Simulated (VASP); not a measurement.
# LiHF2 (R-3m) in VASP: notebook

The runs below take LiHF2 through single point, with LDA.

All numbers are computed with VASP 6.6.1; they aren't measurements. Logs are shortened: lines on timing, memory, paths and dates and some standing lists are left out, and cuts for length are marked.

### Step 1. The cell of the first run

The structure is trigonal, space group R-3m (No. 166). The conventional cell has a = 2.929 Å, b = 2.929 Å, c = 12.599 Å, α = 90.00°, β = 90.00°, γ = 120.00°. Within 2.6 Å of Li (site symmetry -3m) lie 6 F at 1.96 Å. Within 1.5 Å of H (site symmetry -3m) lie 2 F at 1.10 Å. Within 1.5 Å of F (site symmetry 3m) lie 1 H at 1.10 Å.

### Step 2. Single point, LDA (strain +0.015 along x and y, -0.030 along z)

INCAR reads:

```
SYSTEM = LiHF2
PREC = Accurate
ENCUT = 520
EDIFF = 1E-6
ISMEAR = 0
SIGMA = 0.05
LREAL = .FALSE.
LASPH = .TRUE.
NELM = 80
ALGO = Normal
ISIF = 2
LWAVE = .FALSE.
LCHARG = .FALSE.
GGA = CA
NBANDS = 17
```

KPOINTS reads:

```
regular mesh
0
G
  9 9 9
  0 0 0
```

POSCAR reads:

```
LiHF2
1.0
    1.4644299828      0.8454890448      4.1997227031
   -1.4644299828      0.8454890448      4.1997227031
    0.0000000000     -1.6909780896      4.1997227031
Li H F
1 1 2
Direct
    0.0000000000      0.0000000000      0.0000000000
    0.5000000000      0.5000000000      0.5000000000
    0.4125119035      0.4125119035      0.4125119035
    0.5874880965      0.5874880965      0.5874880965
```

Potentials or basis: VASP PAW LDA potentials, release 64 (Li_sv, H, F).

On the command line:

```
cat potpaw_LDA.64/Li_sv/POTCAR potpaw_LDA.64/H/POTCAR potpaw_LDA.64/F/POTCAR > POTCAR
mpirun -np 1 vasp_std > vasp.out
```

OUTCAR:

```text
SYSTEM = LiHF2
   PREC = Accurate
   ENCUT = 520
   EDIFF = 1E-6
   ISMEAR = 0
   LREAL = .FALSE.
   LASPH = .TRUE.
   NELM = 80
   ISIF = 2
   GGA = CA

 ion  position               nearest neighbor table
   1  0.000  0.000  0.000-   4 1.96   4 1.96   3 1.96   3 1.96   4 1.96   3 1.96
   2  0.500  0.500  0.500-   3 1.10   4 1.10
   3  0.413  0.413  0.413-   2 1.10   1 1.96   1 1.96   1 1.96
   4  0.587  0.587  0.587-   2 1.10   1 1.96   1 1.96   1 1.96

  LATTYP: Found a trigonal (rhomboedric) cell.
 ALAT       =     4.5273698416
 COS(alpha) =     0.7907452752

  Lattice vectors:

 A1 = (   1.4644299828,   0.8454890448,   4.1997227031)
 A2 = (  -1.4644299828,   0.8454890448,   4.1997227031)
 A3 = (   0.0000000000,  -1.6909780896,   4.1997227031)

Analysis of symmetry for initial positions (statically):
=====================================================================
 Subroutine PRICEL returns:
 Original cell was already a primitive cell.

 Routine SETGRP: Setting up the symmetry group for a
 trigonal (rhombohedral) supercell.

 Subroutine GETGRP returns: Found 12 space group operations
 (whereof 12 operations were pure point group operations)
 out of a pool of 12 trial point group operations.

The static configuration has the point symmetry D_3d.

Analysis of symmetry for dynamics (positions and initial velocities):
=====================================================================
 Subroutine PRICEL returns:
 Original cell was already a primitive cell.

 Routine SETGRP: Setting up the symmetry group for a
 trigonal (rhombohedral) supercell.

 Subroutine GETGRP returns: Found 12 space group operations
 (whereof 12 operations were pure point group operations)
 out of a pool of 12 trial point group operations.

The dynamic configuration has the point symmetry D_3d.

 Subroutine INISYM returns: Found 12 space group operations
 (whereof 12 operations are pure point group operations),
 and found     1 'primitive' translations

----------------------------------------------------------------------------------------

                                     Primitive cell

  volume of cell :      31.1996

  direct lattice vectors                    reciprocal lattice vectors
     1.464429983  0.845489045  4.199722703     0.341429775  0.197124573  0.079370320
    -1.464429983  0.845489045  4.199722703    -0.341429775  0.197124573  0.079370320
     0.000000000 -1.690978090  4.199722703     0.000000000 -0.394249145  0.079370320

  length of vectors
     4.527369842  4.527369842  4.527369842     0.402159218  0.402159218  0.402159218

  position of ions in fractional coordinates (direct lattice)
     0.000000000  0.000000000  0.000000000
     0.500000000  0.500000000  0.500000000
     0.412511903  0.412511903  0.412511903
     0.587488097  0.587488097  0.587488097

  ion indices of the primitive-cell ions
   primitive index   ion index
                 1           1
                 2           2
                 3           3
                 4           4

----------------------------------------------------------------------------------------

 KPOINTS: regular mesh

Automatic generation of k-mesh.
 Grid dimensions read from file:
 generate k-points for:    9    9    9

 Generating k-lattice:

  Cartesian coordinates                     Fractional coordinates (reciprocal lattice)
     0.037936642  0.021902730  0.008818924     0.111111111  0.000000000  0.000000000
    -0.037936642  0.021902730  0.008818924     0.000000000  0.111111111  0.000000000
     0.000000000 -0.043805461  0.008818924     0.000000000  0.000000000  0.111111111

  Length of vectors
     0.044684358  0.044684358  0.044684358

  Shift w.r.t. Gamma in fractional coordinates (k-lattice)
     0.000000000  0.000000000  0.000000000

 Subroutine IBZKPT returns following result:
 ===========================================

 Found     85 irreducible k-points:

 Following reciprocal coordinates:
            Coordinates               Weight
  0.000000  0.000000  0.000000      1.000000
  0.111111  0.000000  0.000000      6.000000
  0.222222  0.000000  0.000000      6.000000
  0.333333  0.000000  0.000000      6.000000
  0.444444  0.000000  0.000000      6.000000
  0.111111  0.111111 -0.000000      6.000000
[... 16 lines left out ...]
 -0.333333  0.333333  0.000000      6.000000
  0.444444  0.444444  0.000000      6.000000
 [... further k-points ...]
   k-points           NKPTS =     85   k-points in BZ     NKDIM =     85   number of bands    NBANDS=     17
   number of dos      NEDOS =    301   number of ions     NIONS =      4
   total plane-waves  NPLWV =  46656
   dimension x,y,z NGX =    36 NGY =   36 NGZ =   36
   dimension x,y,z NGXF=    72 NGYF=   72 NGZF=   72
   ions per type =               1   1   2
   NGX,Y,Z   is equivalent  to a cutoff of  13.22, 13.22, 13.22 a.u.
   NGXF,Y,Z  is equivalent  to a cutoff of  26.44, 26.44, 26.44 a.u.
 SYSTEM =  LiHF2
   PREC   = accura    normal or accurate (medium, high low for compatibility)
   ISTART =      0    job   : 0-new  1-cont  2-samecut
   ICHARG =      2    charge: 1-file 2-atom 10-const
   ISPIN  =      1    spin polarized calculation?
   LNONCOLLINEAR =      F non collinear calculations
   LSORBIT =      F    spin-orbit coupling
   LASPH  =      T    aspherical Exc in radial PAW
   ENCUT  =  520.0 eV  38.22 Ry    6.18 a.u.   8.42  8.42  8.42*2*pi/ulx,y,z
   NELM   =     80;   NELMIN=  2; NELMDL= -5     # of ELM steps
   EDIFF  = 0.1E-05   stopping-criterion for ELM
   LREAL  =      F    real-space projection
   EDIFFG = 0.1E-04   stopping-criterion for IOM
   NSW    =      0    number of steps for IOM
   IBRION =     -1    ionic relax: 0-MD 1-quasi-New 2-CG
   NFREE  =      0    steps in history (QN), initial steepest desc. (CG)
   ISIF   =      2    stress and relaxation
   ISYM   =      2    0-nonsym 1-usesym 2-fastsym
   POTIM  = 0.5000    time-step for ionic-motion
   TEBEG  =    0.0;   TEEND  =   0.0 temperature during run
   PSTRESS=    0.0 pullay stress
   NELECT =      18.0000    total number of electrons
   NUPDOWN=      -1.0000    fix difference up-down
   EMIN   =  10.00;   EMAX   =-10.00  energy-range for DOS
   EFERMI =   0.00;   METHOD = LEGACY
   ISMEAR =     0;   SIGMA  =   0.05  broadening in eV -4-tet -1-fermi 0-gaus
   EFERMI_NEDOS =   21; number of points for ismear=-14 and -15
   IALGO  =     38    algorithm
   IMIX   =      4    mixing-type and parameters
     AMIX     =   0.40;   BMIX     =  1.00
     AMIX_MAG =   1.60;   BMIX_MAG =  1.00
  volume/ion in A,a.u.               =       7.80        52.64
  Fermi-wavevector in a.u.,A,eV,Ry     =   1.362855  2.575422 25.271088  1.857373
  Thomas-Fermi vector in A             =   2.489308
   LORBIT       =      0    0 simple, 1 ext, 2 COOP (PROOUT), +10 PAW based schemes
   GGA     = CA    functional components
   LHFCALC =     F    Hartree Fock is set to
   AEXX    =    0.0000 exact exchange contribution
   IVDW    =     0    specifies the selected vdW correction
   LEPSILON=     F    determine dielectric tensor
   LRPA    =     F    only Hartree local field effects (RPA)
 non-spin polarized calculation
 Gauss-broadening in eV      SIGMA  =   0.05
  energy-cutoff  :      520.00
  volume of cell :       31.20
 maximum number of plane-waves:       868
 NGX is ok and might be reduce to    36
   NGX = 17   NGY = 17   NGZ = 17

 number of electron      18.0000009 magnetization

 Free energy of the ion-electron system (eV)
  ---------------------------------------------------
  ext. energy  EPLUGINS =         0.00000000
  ---------------------------------------------------
  free energy    TOTEN  =       -19.76794897 eV

  energy without entropy =      -19.76794897  energy(sigma->0) =      -19.76794897

 E-fermi :  -2.3584     XC(G=0): -10.1608

 val. band max:       -2.6858321211   @ k =   0.4444   0.4444   0.3333
 cond. band min:       5.6479510707   @ k =   0.0000   0.0000   0.0000
 fundamental gap:      8.3337831918
 Fermi energy:        -2.3584062614

 k-point     1 :       0.0000    0.0000    0.0000
  band No.  band energies     occupation
      1     -41.8872      2.00000
      2     -23.7394      2.00000
      3     -21.8945      2.00000
      4      -8.7354      2.00000
      5      -3.1802      2.00000
      6      -3.1802      2.00000
[... 9 lines left out ...]
     16      21.0017      0.00000
     17      21.0017      0.00000

 k-point     2 :       0.1111    0.0000    0.0000
  band No.  band energies     occupation
      1     -41.8826      2.00000
      2     -23.7004      2.00000
      3     -21.8787      2.00000
      4      -8.6747      2.00000
      5      -3.5379      2.00000
      6      -3.2329      2.00000
[... 9 lines left out ...]
     16      18.6162      0.00000
     17      21.0390      0.00000

 k-point     3 :       0.2222    0.0000    0.0000
  band No.  band energies     occupation
      1     -41.8707      2.00000
      2     -23.5976      2.00000
      3     -21.8403      2.00000
      4      -8.5213      2.00000
      5      -4.2739      2.00000
      6      -3.5268      2.00000
[... 9 lines left out ...]
     16      17.2866      0.00000
     17      21.0157      0.00000

 k-point     4 :       0.3333    0.0000    0.0000
  band No.  band energies     occupation
      1     -41.8572      2.00000
      2     -23.4753      2.00000
      3     -21.7984      2.00000
      4      -8.3497      2.00000
      5      -4.9741      2.00000
      6      -3.9317      2.00000
[... 9 lines left out ...]
     16      17.2876      0.00000
     17      20.9122      0.00000
[... 343 lines left out ...]
      1     -41.8445      2.00000
      2     -23.2428      2.00000
      3     -21.9175      2.00000
      4      -7.7947      2.00000
      5      -5.2377      2.00000
      6      -4.4025      2.00000
[... 9 lines left out ...]
     16      17.2039      0.00000
     17      20.5269      0.00000

 k-point    23 :      -0.3333    0.3333    0.0000
  band No.  band energies     occupation
      1     -41.8422      2.00000
      2     -23.2593      2.00000
      3     -21.8554      2.00000
      4      -7.9200      2.00000
      5      -4.9722      2.00000
      6      -4.7330      2.00000
[... 9 lines left out ...]
     16      17.1570      0.00000
     17      21.1986      0.00000

 k-point    24 :       0.4444    0.4444    0.0000
  band No.  band energies     occupation
      1     -41.8483      2.00000
      2     -23.2339      2.00000
      3     -21.9924      2.00000
      4      -7.6518      2.00000
      5      -5.4711      2.00000
      6      -4.2909      2.00000
[... 9 lines left out ...]
     16      17.0146      0.00000
     17      20.7944      0.00000

 [... further k-points ...]

------------------------ aborting loop because EDIFF is reached ----------------------------------------

  FORCE on cell =-STRESS in cart. coord.  units (eV):
  Direction    XX          YY          ZZ          XY          YZ          ZX
  --------------------------------------------------------------------------------------
  -------------------------------------------------------------------------------------
  Total       -0.3134926     -0.3134926      2.8699242      0.0000000      0.0000000      0.0000000
  in kB      -16.0986466    -16.0986466    147.3779593      0.0000000      0.0000000      0.0000000
  external PRESSURE =      38.3935553 kB  Pullay stress =       0.0000000 kB

 VOLUME and BASIS-vectors are now :
 -----------------------------------------------------------------------------
  energy-cutoff  :      520.00
  volume of cell :       31.20
      direct lattice vectors                 reciprocal lattice vectors
     1.464429983  0.845489045  4.199722703     0.341429775  0.197124573  0.079370320
    -1.464429983  0.845489045  4.199722703    -0.341429775  0.197124573  0.079370320
     0.000000000 -1.690978090  4.199722703     0.000000000 -0.394249145  0.079370320

 POSITION                                       TOTAL-FORCE (eV/Angst)
 -----------------------------------------------------------------------------------
      0.00000      0.00000      0.00000        -0.000000      0.000000      0.000000
      0.00000      0.00000      6.29958         0.000000     -0.000000      0.000000
      0.00000      0.00000      5.19731        -0.000000     -0.000000     -1.056945
      0.00000      0.00000      7.40186        -0.000000      0.000000      1.056945
 -----------------------------------------------------------------------------------
    total drift:                               -0.000000      0.000000     -0.000000

  FREE ENERGIE OF THE ION-ELECTRON SYSTEM (eV)
  ---------------------------------------------------
  free  energy   TOTEN  =       -19.7679489651 eV

  energy  without entropy=      -19.7679489651  energy(sigma->0) =      -19.76794897
```

It took 44 s on 1 thread of Intel Xeon Platinum 8488C (Sapphire Rapids), shared host; peak memory 0.18 GiB.

Results:

```
Free energy            : -19.7679 eV
Largest force          : 1.057 eV/Å
Band gap on the k mesh : 8.33 eV, indirect (least direct gap 8.45 eV)
```

Forces in eV/Å, atoms in the order of the input:
```
Li   0.000  0.000  0.000
H    0.000  0.000  0.000
F    0.000  0.000 -1.057
F    0.000  0.000  1.057
```

Caveat: the cell differs from its parent crystal (strain +0.015 along x and y, -0.030 along z); the cutoff is under 1.25 times the usual one of these potentials, so pressure, stress and relaxed cells hold a basis-set (Pulay) error; forces of over 1 eV/Å act on the atoms, so gaps and moduli don't describe the material at rest. A k mesh can miss the band edges.

### Step 3. Single point, LDA (strain +0.000 along x and y, +0.015 along z)

INCAR reads:

```
SYSTEM = LiHF2
  ALGO = Normal
  EDIFF = 1E-6
  ENCUT = 520
  GGA = CA
  ISIF = 2
  ISMEAR = 0
  LASPH = .TRUE.
  LCHARG = .FALSE.
  LREAL = .FALSE.
  LWAVE = .FALSE.
  NBANDS = 17
  NELM = 80
  PREC = Accurate
  SIGMA = 0.05
```

KPOINTS reads:

```
k-points
0
G
  9 9 9
  0 0 0
```

POSCAR reads:

```
LiHF2
1.0
    1.4427881604      0.8329941328      4.3945551996
   -1.4427881604      0.8329941328      4.3945551996
    0.0000000000     -1.6659882656      4.3945551996
Li H F
1 1 2
Direct
    0.0000000000      0.0000000000      0.0000000000
    0.5000000000      0.5000000000      0.5000000000
    0.4125119035      0.4125119035      0.4125119035
    0.5874880965      0.5874880965      0.5874880965
```

Potentials or basis: VASP PAW LDA potentials, release 64 (Li_sv, H, F).

On the command line:

```
cat potpaw_LDA.64/Li_sv/POTCAR potpaw_LDA.64/H/POTCAR potpaw_LDA.64/F/POTCAR > POTCAR
mpirun -np 1 vasp_std > vasp.out
```

Run time: 49 s. Hardware: 1 thread of Intel Xeon Platinum 8488C (Sapphire Rapids), shared host; peak memory 0.18 GiB.

The run converged. Its results:

| Property | Result |
| --- | --- |
| Free energy | -19.8145 eV |
| Largest force | 0.263 eV/Å |
| Band gap on the k mesh | 8.07 eV, indirect (least direct gap 8.27 eV) |

Forces on the atoms (eV/Å):
```
Li   0.000  0.000  0.000
H    0.000  0.000  0.000
F    0.000  0.000  0.263
F    0.000  0.000 -0.263
```

Levels at points of the mesh, in eV from the valence-band top:
| k point | band 7 | band 8 | band 9 | band 10 | band 11 | band 12 |
| --- | --- | --- | --- | --- | --- | --- |
| (0.00, 0.00, 0.00) | -0.36 | -0.20 | -0.20 | 8.07 | 12.86 | 16.82 |

Caveat: the cell differs from its parent crystal (strain +0.000 along x and y, +0.015 along z); the cutoff is under 1.25 times the usual one of these potentials, so pressure, stress and relaxed cells hold a basis-set (Pulay) error. A k mesh can miss the band edges.

(Part 1 of 2 ends here.)
